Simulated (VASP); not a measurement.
Set up this calculation in VASP 6.6.1, as the native input.

```yaml
Task: single point
Functional: r2SCAN
Potentials_or_basis: VASP PAW PBE potentials, release 64 (As, Se)
Cutoff: 520 eV
k_mesh: 12 × 12 × 12
Occupations: gaussian, width 0.15 eV
Spin: no spin polarisation
Dipole_correction: no
Further_INCAR_settings: ALGO = Normal; EDIFF = 1e-07; NBANDS = 25
```

The system is As2Se.

```
As Se
1.0
    -3.40432    3.40432    2.79385
     3.40432   -3.40432    2.79385
     3.40432    3.40432   -2.79385
As Se
4 2
Cartesian
  0.0000 5.1065 0.6985
  0.0000 1.7022 0.6985
  1.7022 3.4043 2.0954
  -1.7022 3.4043 2.0954
  0.0000 0.0000 2.7938
  3.4043 0.0000 1.3969
```

This cell differs from its parent crystal: ratio of the length along z to the lengths across it x 1.1, volume and fractional coordinates fixed.

The input as run:

POSCAR

```
As2Se
1.0
   -3.4043198681      3.4043198681      2.7938470520
    3.4043198681     -3.4043198681      2.7938470520
    3.4043198681      3.4043198681     -2.7938470520
As Se
4 2
Direct
    0.8750000000      0.1250000000      0.7500000000
    0.3750000000      0.1250000000      0.2500000000
    0.8750000000      0.6250000000      0.7500000000
    0.8750000000      0.1250000000      0.2500000000
    0.5000000000      0.5000000000      0.0000000000
    0.2500000000      0.7500000000      0.5000000000
```

INCAR.step1

```
  ALGO = Normal
  EDIFF = 1E-4
  ENCUT = 520
  GGA = PE
  ISMEAR = 0
  LASPH = True
  LCHARG = False
  LREAL = False
  LWAVE = True
  NBANDS = 25
  NELM = 60
  PREC = Accurate
  SIGMA = 0.15
```

INCAR.step2

```
  ALGO = Normal
  EDIFF = 1E-7
  ENCUT = 520
  ISIF = 2
  ISMEAR = 0
  ISTART = 1
  LASPH = True
  LCHARG = False
  LMIXTAU = True
  LREAL = False
  LWAVE = False
  METAGGA = R2SCAN
  NBANDS = 25
  NELM = 60
  PREC = Accurate
  SIGMA = 0.15
```

KPOINTS

```
k-points
0
Gamma
  12 12 12
```

Potentials or basis: VASP PAW PBE potentials, release 64 (As, Se).

Run with:

```sh
$ cat potpaw_PBE.64/As/POTCAR potpaw_PBE.64/Se/POTCAR > POTCAR
$ cp INCAR.step1 INCAR
$ mpirun -np 1 vasp_std > vasp.out
$ cp INCAR.step2 INCAR
$ mpirun -np 1 vasp_std > vasp.out
```

Results of the run:

- Pressure: -1.4 GPa
- Band gap on the k mesh: zero (bands 16 and 17 overlap by 0.48 eV)

Caveat: the stress differs along the axes, from -7 to 1 GPa; the PAW data sets were made with another functional, which shifts forces and pressure a little.

Run time: 16 min on 1 thread of Intel(R) Xeon(R) 6975P-C (Granite Rapids), on a shared host, peak memory 0.59 GiB.
